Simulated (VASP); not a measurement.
In, 2 atoms in the cell. The structure is tetragonal, space group I4_1/amd (No. 141). The conventional cell has a = 5.946 Å, b = 5.946 Å, c = 3.108 Å, α = 90.00°, β = 90.00°, γ = 90.00°. Within 4.0 Å of In (site symmetry -4m2) lie 10 In at 3.07 to 3.78 Å. 

| Item | Value |
| --- | --- |
| Program | VASP 6.6.1 |
| Task | single point |
| Functional | r2SCAN |
| Potentials or basis | VASP PAW PBE potentials, release 64 (In_d) |
| Cutoff | 520 eV |
| k mesh | 20 × 20 × 20 |
| Occupations | gaussian, width 0.1 eV |
| Spin | no spin polarisation |
| Dipole correction | no |
| Further INCAR settings | ALGO = Normal; EDIFF = 1e-06; NBANDS = 20 |

Potentials or basis: VASP PAW PBE potentials, release 64 (In_d).

The run is started by

```console
$ cat potpaw_PBE.64/In_d/POTCAR > POTCAR
$ cp INCAR.step1 INCAR
$ mpirun -np 1 vasp_std > vasp.out
$ cp INCAR.step2 INCAR
$ mpirun -np 1 vasp_std > vasp.out
```

Hardware: 1 thread of Oxide Virtual Turin-like Processor, with other jobs on the host.

Question: How long does it take, and how much memory?

Answer: It took 57 min on 1 thread of Oxide Virtual Turin-like Processor, with other jobs on the host, peak memory 0.62 GiB. Counts: k points 641.
